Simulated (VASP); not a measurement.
Sn3Se, 4 atoms in the cell. Symmetry: Pm-3m, No. 221, cubic system. Conventional cell: a = 4.742 Å, b = 4.742 Å, c = 4.742 Å, α = 90.00°, β = 90.00°, γ = 90.00°. Sn (site symmetry 4/mmm) has 8 Sn at 3.35 Å and 4 Se at 3.35 Å within 4.4 Å. Within 4.4 Å of Se (site symmetry m-3m) lie 12 Sn at 3.35 Å. 

| Quantity | Value |
| --- | --- |
| Program | VASP 6.6.1 |
| Task | single point |
| Functional | PBE-based global hybrid with 25 % exact exchange |
| Potentials or basis | VASP PAW PBE potentials, release 64 (Sn_d, Se) |
| Cutoff | 520 eV |
| k mesh | 3 × 3 × 3 |
| Occupations | fermi-dirac, width 0.05 eV |
| Spin | no spin polarisation |
| Dipole correction | no |
| Grid for exact exchange (PRECFOCK) | Normal |
| Share of exact exchange | 0.25 |
| Further INCAR settings | ALGO = Normal; EDIFF = 1e-07; NBANDS = 32 |

Potentials or basis: VASP PAW PBE potentials, release 64 (Sn_d, Se).

Run with:

```bash
$ cat potpaw_PBE.64/Sn_d/POTCAR potpaw_PBE.64/Se/POTCAR > POTCAR
$ cp INCAR.step1 INCAR
$ mpirun -np 1 vasp_std > vasp.out
$ cp INCAR.step2 INCAR
$ mpirun -np 1 vasp_std > vasp.out
```

Hardware: 1 thread of Intel(R) Xeon(R) Platinum 8488C (Sapphire Rapids) (shared host).

Estimate the wall time of this run.

Wall time 15 min on 1 thread of Intel(R) Xeon(R) Platinum 8488C (Sapphire Rapids), on a shared host, peak memory 0.23 GiB. Counts: k points 4.
